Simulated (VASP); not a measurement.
A run of VASP 6.6.1 is set up as follows.

Contents of INCAR:

```
PREC = Accurate
ENCUT = 520
EDIFF = 1E-7
ISMEAR = 1
SIGMA = 0.05
LREAL = False
LASPH = True
NELM = 60
ALGO = Normal
ISIF = 2
LWAVE = False
LCHARG = False
GGA = RE
IVDW = 12
NBANDS = 18
```

File KPOINTS:

```
Automatic mesh
0
Gamma
  7 7 7
```

File POSCAR:

```
Lu
1.0
   -1.9541071088      1.9541071088      1.9541071088
    1.9541071088     -1.9541071088      1.9541071088
    1.9541071088      1.9541071088     -1.9541071088
Lu
1
Direct
    0.0000000000      0.0000000000      0.0000000000
```

Potentials or basis: VASP PAW PBE potentials, release 64 (Lu).

The run is started by

```console
$ cat potpaw_PBE.64/Lu/POTCAR > POTCAR
$ mpirun -np 1 vasp_std > vasp.out
```

Task: Predict the dispersion energy per atom.

Result: -0.606 eV.

Task: Predict the pressure.

Result: -2.1 GPa.

Task: Estimate the band gap on the k mesh.

Result: Zero (an odd number of electrons rules out a gap without spin polarisation).

Caveat: the PAW data sets were made with another functional, which shifts forces and pressure a little; spin-orbit coupling is left out, which moves the levels of the heavy elements.
